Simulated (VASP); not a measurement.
A run of VASP 6.6.1 is set up as follows.

Contents of INCAR:

```
SYSTEM = Zn
PREC = Accurate ; ENCUT = 520
EDIFF = 1E-6 ; ISMEAR = -1
SIGMA = 0.1 ; LREAL = .False.
LASPH = .True. ; NELM = 60
ALGO = Normal ; ISIF = 2
LWAVE = .False. ; LCHARG = .True.
GGA = PE ; LELF = .True.
LVHAR = .True. ; NBANDS = 12
```

File KPOINTS:

```
regular mesh
0
Gamma
  16 16 15
  0 0 0
```

File POSCAR:

```
Zn
1.0
    2.3822262814      0.0000000000      0.0000000000
   -1.1911131407      2.0630684773      0.0000000000
    0.0000000000      0.0000000000      2.4370056250
Zn
1
Direct
    0.0000000000      0.0000000000      0.0000000000
```

Potentials or basis: VASP PAW PBE potentials, release 64 (Zn).

Command:

```bash
$ cat potpaw_PBE.64/Zn/POTCAR > POTCAR
$ mpirun -np 1 vasp_std > vasp.out
```

(1) Estimate the pressure.

(2) Predict the band gap on the k mesh.

Results:

(1) 47.5 GPa.

(2) zero (band 6 reaches 9.14 eV, above the bottom of band 7 at 1.58 eV).
